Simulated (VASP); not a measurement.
# BiSe3 (Fm-3m) in VASP: a series of runs

The runs below take BiSe3 through single point, with PBE.

Program: VASP 6.6.1. These are calculated values, not measurements. Logs are shortened: lines on timing, memory, paths and dates and some standing lists are left out, and cuts for length are marked.

## Step 1: The cell of the first run

The structure is cubic, space group Fm-3m (No. 225). Conventional cell: a = 7.202 Å, b = 7.202 Å, c = 7.202 Å, α = 90.00°, β = 90.00°, γ = 90.00°. Bi (site symmetry m-3m) has 14 Se at 3.12 to 3.60 Å within 4.1 Å. Within 4.1 Å of Se (site symmetry -43m) lie 4 Bi at 3.12 Å and 10 Se at 3.12 to 3.60 Å. Within 4.1 Å of Se (site symmetry m-3m) lie 8 Se at 3.12 Å and 6 Bi at 3.60 Å.

The cell was built from a structure type or drawn by symmetry, and may not be a known phase.

## Step 2: Single point, PBE

File INCAR:

```
SYSTEM = BiSe3
PREC = Accurate
ENCUT = 520
EDIFF = 1E-7
ISMEAR = 0
SIGMA = 0.1
LREAL = .False.
LASPH = .True.
NELM = 80
ALGO = Normal
ISIF = 2
LWAVE = .False.
LCHARG = .False.
GGA = PE
NBANDS = 24
```

File KPOINTS:

```
Automatic mesh
0
Gamma
  4 4 4
  0 0 0
```

File POSCAR:

```
BiSe3
1.0
    0.0000000000      3.6009248270      3.6009248270
    3.6009248270      0.0000000000      3.6009248270
    3.6009248270      3.6009248270      0.0000000000
Bi Se
1 3
Direct
    0.5000000000      0.5000000000      0.5000000000
    0.2500000000      0.2500000000      0.2500000000
    0.7500000000      0.7500000000      0.7500000000
    0.0000000000      0.0000000000      0.0000000000
```

Potentials or basis: VASP PAW PBE potentials, release 64 (Bi_d, Se).

Started as:

```bash
> cat potpaw_PBE.64/Bi_d/POTCAR potpaw_PBE.64/Se/POTCAR > POTCAR
> mpirun -np 1 vasp_std > vasp.out
```

OUTCAR:

```text
SYSTEM = BiSe3
   PREC = Accurate
   ENCUT = 520
   EDIFF = 1E-7
   ISMEAR = 0
   LREAL = .False.
   LASPH = .True.
   NELM = 80
   ISIF = 2
   GGA = PE

 ion  position               nearest neighbor table
   1  0.500  0.500  0.500-   2 3.12   2 3.12   2 3.12   2 3.12   3 3.12   3 3.12   3 3.12   3 3.12

   2  0.250  0.250  0.250-   1 3.12   1 3.12   1 3.12   1 3.12
   3  0.750  0.750  0.750-   1 3.12   1 3.12   1 3.12   1 3.12
   4  0.000  0.000  0.000-

  LATTYP: Found a face centered cubic cell.
 ALAT       =     7.2018496540

  Lattice vectors:

 A1 = (   0.0000000000,   3.6009248270,   3.6009248270)
 A2 = (   3.6009248270,   0.0000000000,   3.6009248270)
 A3 = (   3.6009248270,   3.6009248270,   0.0000000000)

Analysis of symmetry for initial positions (statically):
=====================================================================
 Subroutine PRICEL returns:
 Original cell was already a primitive cell.

 Routine SETGRP: Setting up the symmetry group for a
 face centered cubic supercell.

 Subroutine GETGRP returns: Found 48 space group operations
 (whereof 48 operations were pure point group operations)
 out of a pool of 48 trial point group operations.

The static configuration has the point symmetry O_h .

Analysis of symmetry for dynamics (positions and initial velocities):
=====================================================================
 Subroutine PRICEL returns:
 Original cell was already a primitive cell.

 Routine SETGRP: Setting up the symmetry group for a
 face centered cubic supercell.

 Subroutine GETGRP returns: Found 48 space group operations
 (whereof 48 operations were pure point group operations)
 out of a pool of 48 trial point group operations.

The dynamic configuration has the point symmetry O_h .

 Subroutine INISYM returns: Found 48 space group operations
 (whereof 48 operations are pure point group operations),
 and found     1 'primitive' translations

----------------------------------------------------------------------------------------

                                     Primitive cell

  volume of cell :      93.3839

  direct lattice vectors                    reciprocal lattice vectors
     0.000000000  3.600924827  3.600924827    -0.138853218  0.138853218  0.138853218
     3.600924827  0.000000000  3.600924827     0.138853218 -0.138853218  0.138853218
     3.600924827  3.600924827  0.000000000     0.138853218  0.138853218 -0.138853218

  length of vectors
     5.092476727  5.092476727  5.092476727     0.240500828  0.240500828  0.240500828

  position of ions in fractional coordinates (direct lattice)
     0.500000000  0.500000000  0.500000000
     0.250000000  0.250000000  0.250000000
     0.750000000  0.750000000  0.750000000
     0.000000000  0.000000000  0.000000000

  ion indices of the primitive-cell ions
   primitive index   ion index
                 1           1
                 2           2
                 3           3
                 4           4

----------------------------------------------------------------------------------------

 KPOINTS: Automatic mesh

Automatic generation of k-mesh.
 Grid dimensions read from file:
 generate k-points for:    4    4    4

 Generating k-lattice:

  Cartesian coordinates                     Fractional coordinates (reciprocal lattice)
    -0.034713304  0.034713304  0.034713304     0.250000000  0.000000000  0.000000000
     0.034713304 -0.034713304  0.034713304     0.000000000  0.250000000  0.000000000
     0.034713304  0.034713304 -0.034713304     0.000000000  0.000000000  0.250000000

  Length of vectors
     0.060125207  0.060125207  0.060125207

  Shift w.r.t. Gamma in fractional coordinates (k-lattice)
     0.000000000  0.000000000  0.000000000

 Subroutine IBZKPT returns following result:
 ===========================================

 Found      8 irreducible k-points:

 Following reciprocal coordinates:
            Coordinates               Weight
  0.000000  0.000000  0.000000      1.000000
  0.250000  0.000000  0.000000      8.000000
  0.500000  0.000000  0.000000      4.000000
  0.250000  0.250000  0.000000      6.000000
  0.500000  0.250000  0.000000     24.000000
 -0.250000  0.250000  0.000000     12.000000
  0.500000  0.500000  0.000000      3.000000
 -0.250000  0.500000  0.250000      6.000000
   k-points           NKPTS =      8   k-points in BZ     NKDIM =      8   number of bands    NBANDS=     24
   number of dos      NEDOS =    301   number of ions     NIONS =      4
   total plane-waves  NPLWV =  64000
   dimension x,y,z NGX =    40 NGY =   40 NGZ =   40
   dimension x,y,z NGXF=    80 NGYF=   80 NGZF=   80
   ions per type =               1   3
   NGX,Y,Z   is equivalent  to a cutoff of  13.06, 13.06, 13.06 a.u.
   NGXF,Y,Z  is equivalent  to a cutoff of  26.12, 26.12, 26.12 a.u.
 SYSTEM =  BiSe3
   PREC   = accura    normal or accurate (medium, high low for compatibility)
   ISTART =      0    job   : 0-new  1-cont  2-samecut
   ICHARG =      2    charge: 1-file 2-atom 10-const
   ISPIN  =      1    spin polarized calculation?
   LNONCOLLINEAR =      F non collinear calculations
   LSORBIT =      F    spin-orbit coupling
   LASPH  =      T    aspherical Exc in radial PAW
   ENCUT  =  520.0 eV  38.22 Ry    6.18 a.u.   9.47  9.47  9.47*2*pi/ulx,y,z
   NELM   =     80;   NELMIN=  2; NELMDL= -5     # of ELM steps
   EDIFF  = 0.1E-06   stopping-criterion for ELM
   LREAL  =      F    real-space projection
   EDIFFG = 0.1E-05   stopping-criterion for IOM
   NSW    =      0    number of steps for IOM
   IBRION =     -1    ionic relax: 0-MD 1-quasi-New 2-CG
   NFREE  =      0    steps in history (QN), initial steepest desc. (CG)
   ISIF   =      2    stress and relaxation
   ISYM   =      2    0-nonsym 1-usesym 2-fastsym
   POTIM  = 0.5000    time-step for ionic-motion
   TEBEG  =    0.0;   TEEND  =   0.0 temperature during run
   PSTRESS=    0.0 pullay stress
   NELECT =      33.0000    total number of electrons
   NUPDOWN=      -1.0000    fix difference up-down
   EMIN   =  10.00;   EMAX   =-10.00  energy-range for DOS
   EFERMI =   0.00;   METHOD = LEGACY
   ISMEAR =     0;   SIGMA  =   0.10  broadening in eV -4-tet -1-fermi 0-gaus
   EFERMI_NEDOS =   21; number of points for ismear=-14 and -15
   IALGO  =     38    algorithm
   IMIX   =      4    mixing-type and parameters
     AMIX     =   0.40;   BMIX     =  1.00
     AMIX_MAG =   1.60;   BMIX_MAG =  1.00
  volume/ion in A,a.u.               =      23.35       157.55
  Fermi-wavevector in a.u.,A,eV,Ry     =   1.157414  2.187195 18.226464  1.339607
  Thomas-Fermi vector in A             =   2.294026
   LORBIT       =      0    0 simple, 1 ext, 2 COOP (PROOUT), +10 PAW based schemes
   GGA     = PE    functional components
   LHFCALC =     F    Hartree Fock is set to
   AEXX    =    0.0000 exact exchange contribution
   IVDW    =     0    specifies the selected vdW correction
   LEPSILON=     F    determine dielectric tensor
   LRPA    =     F    only Hartree local field effects (RPA)
 non-spin polarized calculation
 Gauss-broadening in eV      SIGMA  =   0.10
  energy-cutoff  :      520.00
  volume of cell :       93.38
 maximum number of plane-waves:      2565
 NGX is ok and might be reduce to    40
   NGX = 19   NGY = 19   NGZ = 19

 number of electron      33.0000002 magnetization

 Free energy of the ion-electron system (eV)
  ---------------------------------------------------
  ext. energy  EPLUGINS =         0.00000000
  ---------------------------------------------------
  free energy    TOTEN  =       -13.36355839 eV

  energy without entropy =      -13.33529904  energy(sigma->0) =      -13.34942871

 E-fermi :   5.9831     XC(G=0): -10.4019

 val. band max:        5.9669178726   @ k =   0.2500   0.0000   0.0000
 cond. band min:       6.0592711410   @ k =  -0.2500   0.5000   0.2500
 fundamental gap:      0.0923532683
 Fermi energy:         5.9830943275

 k-point     1 :       0.0000    0.0000    0.0000
  band No.  band energies     occupation
      1     -17.2771      2.00000
      2     -17.2771      2.00000
      3     -17.2771      2.00000
      4     -17.2751      2.00000
      5     -17.2751      2.00000
      6      -9.1516      2.00000
[... 16 lines left out ...]
     23      10.2569      0.00000
     24      16.3446      0.00000

 k-point     2 :       0.2500    0.0000    0.0000
  band No.  band energies     occupation
      1     -17.2784      2.00000
      2     -17.2765      2.00000
      3     -17.2765      2.00000
      4     -17.2746      2.00000
      5     -17.2746      2.00000
      6      -8.7155      2.00000
[... 16 lines left out ...]
     23      11.8476      0.00000
     24      16.2043      0.00000

 k-point     3 :       0.5000    0.0000    0.0000
  band No.  band energies     occupation
      1     -17.2797      2.00000
      2     -17.2767      2.00000
      3     -17.2767      2.00000
      4     -17.2733      2.00000
      5     -17.2733      2.00000
      6      -7.7103      2.00000
[... 16 lines left out ...]
     23      14.8822      0.00000
     24      14.8822      0.00000

 k-point     4 :       0.2500    0.2500    0.0000
  band No.  band energies     occupation
      1     -17.2801      2.00000
      2     -17.2760      2.00000
      3     -17.2750      2.00000
      4     -17.2750      2.00000
      5     -17.2744      2.00000
      6      -8.5715      2.00000
[... 16 lines left out ...]
     23      13.4638      0.00000
     24      15.7574      0.00000

 k-point     5 :       0.5000    0.2500    0.0000
  band No.  band energies     occupation
      1     -17.2801      2.00000
      2     -17.2765      2.00000
      3     -17.2751      2.00000
      4     -17.2749      2.00000
      5     -17.2732      2.00000
      6      -7.6678      2.00000
[... 16 lines left out ...]
     23      13.7490      0.00000
     24      14.4053      0.00000

 k-point     6 :      -0.2500    0.2500    0.0000
  band No.  band energies     occupation
      1     -17.2780      2.00000
      2     -17.2774      2.00000
      3     -17.2752      2.00000
      4     -17.2749      2.00000
      5     -17.2744      2.00000
      6      -8.0379      2.00000
[... 16 lines left out ...]
     23      14.4172      0.00000
     24      14.6480      0.00000

 k-point     7 :       0.5000    0.5000    0.0000
  band No.  band energies     occupation
      1     -17.2830      2.00000
      2     -17.2773      2.00000
      3     -17.2737      2.00000
      4     -17.2728      2.00000
      5     -17.2728      2.00000
      6      -7.1555      2.00000
[... 16 lines left out ...]
     23      12.5041      0.00000
     24      13.1720      0.00000

 k-point     8 :      -0.2500    0.5000    0.2500
  band No.  band energies     occupation
      1     -17.2780      2.00000
      2     -17.2780      2.00000
      3     -17.2764      2.00000
      4     -17.2744      2.00000
      5     -17.2728      2.00000
      6      -6.9092      2.00000
[... 16 lines left out ...]
     23      13.7518      0.00000
     24      14.3238      0.00000

------------------------ aborting loop because EDIFF is reached ----------------------------------------

  FORCE on cell =-STRESS in cart. coord.  units (eV):
  Direction    XX          YY          ZZ          XY          YZ          ZX
  --------------------------------------------------------------------------------------
  -------------------------------------------------------------------------------------
  Total       -0.0158557     -0.0158557     -0.0158557      0.0000000     -0.0000000      0.0000000
  in kB       -0.2720348     -0.2720348     -0.2720348      0.0000000     -0.0000000      0.0000000
  external PRESSURE =      -0.2720348 kB  Pullay stress =       0.0000000 kB

 VOLUME and BASIS-vectors are now :
 -----------------------------------------------------------------------------
  energy-cutoff  :      520.00
  volume of cell :       93.38
      direct lattice vectors                 reciprocal lattice vectors
     0.000000000  3.600924827  3.600924827    -0.138853218  0.138853218  0.138853218
     3.600924827  0.000000000  3.600924827     0.138853218 -0.138853218  0.138853218
     3.600924827  3.600924827  0.000000000     0.138853218  0.138853218 -0.138853218

 POSITION                                       TOTAL-FORCE (eV/Angst)
 -----------------------------------------------------------------------------------
      3.60092      3.60092      3.60092         0.000000      0.000000     -0.000000
      1.80046      1.80046      1.80046        -0.000000     -0.000000     -0.000000
      5.40139      5.40139      5.40139         0.000000      0.000000      0.000000
      0.00000      0.00000      0.00000         0.000000      0.000000      0.000000
 -----------------------------------------------------------------------------------
    total drift:                               -0.000000     -0.000000      0.000000

  FREE ENERGIE OF THE ION-ELECTRON SYSTEM (eV)
  ---------------------------------------------------
  free  energy   TOTEN  =       -13.3635583901 eV

  energy  without entropy=      -13.3352990379  energy(sigma->0) =      -13.34942871
```

It took 22 s on 1 thread of Intel Xeon 6455B, shared host; peak memory 0.24 GiB.

Results:

| Item | Value |
| --- | --- |
| Free energy | -13.3636 eV |
| Pressure | 0.0 GPa |
| Band gap on the k mesh | zero (an odd number of electrons rules out a gap without spin polarisation) |

Levels at points of the mesh, in eV from the Fermi level:
| k point | band 14 | band 15 | band 16 | band 17 | band 18 | band 19 | band 20 | band 21 |
| --- | --- | --- | --- | --- | --- | --- | --- | --- |
| (0.00, 0.00, 0.00) | -3.19 | -3.19 | -2.36 | -2.36 | -2.36 | 3.64 | 3.64 | 3.64 |
| (0.50, 0.00, 0.00) | -2.59 | -2.52 | 0.27 | 0.27 | 0.84 | 1.84 | 1.84 | 2.97 |
| (0.50, 0.50, 0.00) | -0.74 | -0.74 | -0.27 | -0.02 | -0.02 | 1.82 | 3.22 | 3.22 |

Caveat: the k points lie up to 0.38 Å⁻¹ apart, too coarse for converged energies and pressures of a metal; spin-orbit coupling is left out, which moves the levels of the heavy elements.

## Step 3: Single point, PBE

This run uses another cell than the first one, of 29.85 Å³/atom.

File INCAR:

```
SYSTEM = BiSe3
ALGO = Normal
EDIFF = 1E-7
ENCUT = 520
GGA = PE
ISIF = 2
ISMEAR = 0
LASPH = .True.
LCHARG = .False.
LREAL = .False.
LWAVE = .False.
NBANDS = 24
NELM = 100
PREC = Accurate
SIGMA = 0.1
```

File KPOINTS:

```
k-points
0
Gamma
  4 4 4
  0 0 0
```

File POSCAR:

```
BiSe3
1.0
    0.0000000000      3.9082015700      3.9082015700
    3.9082015700      0.0000000000      3.9082015700
    3.9082015700      3.9082015700      0.0000000000
Bi Se
1 3
Direct
    0.5000000000      0.5000000000      0.5000000000
    0.2500000000      0.2500000000      0.2500000000
    0.7500000000      0.7500000000      0.7500000000
    0.0000000000      0.0000000000      0.0000000000
```

Potentials or basis: VASP PAW PBE potentials, release 64 (Bi_d, Se).

Started as:

```bash
> cat potpaw_PBE.64/Bi_d/POTCAR potpaw_PBE.64/Se/POTCAR > POTCAR
> mpirun -np 1 vasp_std > vasp.out
```

Wall time 35 s (1 thread of Intel Xeon 6455B, shared host); peak memory 0.25 GiB.

Results (log left out):

```yaml
Free_energy: -12.4399 eV
Pressure: -9.0 GPa
Band_gap_on_the_k_mesh: zero (an odd number of electrons rules out a gap without spin polarisation)
```

Levels at points of the mesh, in eV from the Fermi level:
| k point | band 13 | band 14 | band 15 | band 16 | band 17 | band 18 | band 19 | band 20 |
| --- | --- | --- | --- | --- | --- | --- | --- | --- |
| (0.00, 0.00, 0.00) | -2.22 | -2.22 | -2.22 | -1.72 | -1.72 | -1.72 | 2.48 | 2.48 |
| (0.50, 0.00, 0.00) | -2.76 | -2.18 | -2.15 | 0.22 | 0.22 | 0.44 | 1.56 | 1.56 |
| (0.50, 0.50, 0.00) | -1.67 | -0.56 | -0.56 | -0.25 | -0.02 | -0.02 | 1.16 | 2.35 |

Caveat: the cell stands under tension; spin-orbit coupling is left out, which moves the levels of the heavy elements.
